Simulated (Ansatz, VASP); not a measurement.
**TePb in VASP and in Ansatz**

The input INCAR:

```
SYSTEM = TePb
ALGO = Normal
EDIFF = 1E-6
EDIFFG = -0.005
ENCUT = 600
GGA = PS
IBRION = 2
ISIF = 3
ISMEAR = -1
LASPH = .True.
LCHARG = .False.
LREAL = .False.
LWAVE = .False.
NELM = 60
NSW = 100
PREC = Accurate
SIGMA = 0.05
```

Contents of KPOINTS:

```
k-points
0
Gamma
  9 9 9
  0 0 0
```

POSCAR

```
TePb
1.0
    0.0000000000      3.2735180337      3.2735180337
    3.2735180337      0.0000000000      3.2735180337
    3.2735180337      3.2735180337      0.0000000000
Te Pb
1 1
Direct
    0.5000000000      0.5000000000      0.5000000000
    0.0000000000      0.0000000000      0.0000000000
```

Input for Ansatz:

```yaml
crystal:
  lattice:
    - [0.0, 3.2735180337, 3.2735180337]
    - [3.2735180337, 0.0, 3.2735180337]
    - [3.2735180337, 3.2735180337, 0.0]
  atoms:
    - { symbol: Te, position: [0.5, 0.5, 0.5] }
    - { symbol: Pb, position: [0.0, 0.0, 0.0] }
kpoints:
  mp_grid: { grid: [9, 9, 9] }
scf:
  occupations: { method: fermi_dirac, width: 0.05 }
hamiltonian:
  xc: pbesol
  pseudopotentials: { kind: paw }
output:
  forces: true
  stress: true
  efg: { contact_densities: true }
relax:
  f_tol: 0.005
  max_steps: 80
  cell: {}
```

Alike in both runs: task relaxation of cell and atoms; functional PBEsol; k mesh 9 × 9 × 9; occupations fermi-dirac, width 0.05 eV; no spin polarisation.

```csv
,VASP,Ansatz
version,VASP 6.6.1,Ansatz 0.2.0
potentials or method,"VASP PAW PBE potentials, release 64 (Te, Pb_d)","PAW with Ansatz's default frozen-core files, scalar-relativistic"
plane-wave cutoff (eV),600,420
valence electrons in the cell,20,30
```

|  | VASP | Ansatz | Ansatz less VASP |
| --- | --- | --- | --- |
| relaxed volume (Å³/atom) | 33.44 | 33.46 | +0.022 |
| relaxed cell length with the largest relative difference (Å) | 4.556 | 4.557 | +0.0010 |

VASP's potentials were made for PBE, not for PBEsol. VASP's potentials hold 20 valence electrons a cell and Ansatz's 30, so a difference there can come from the potentials and not from the codes.

Neither program's run includes spin-orbit coupling.
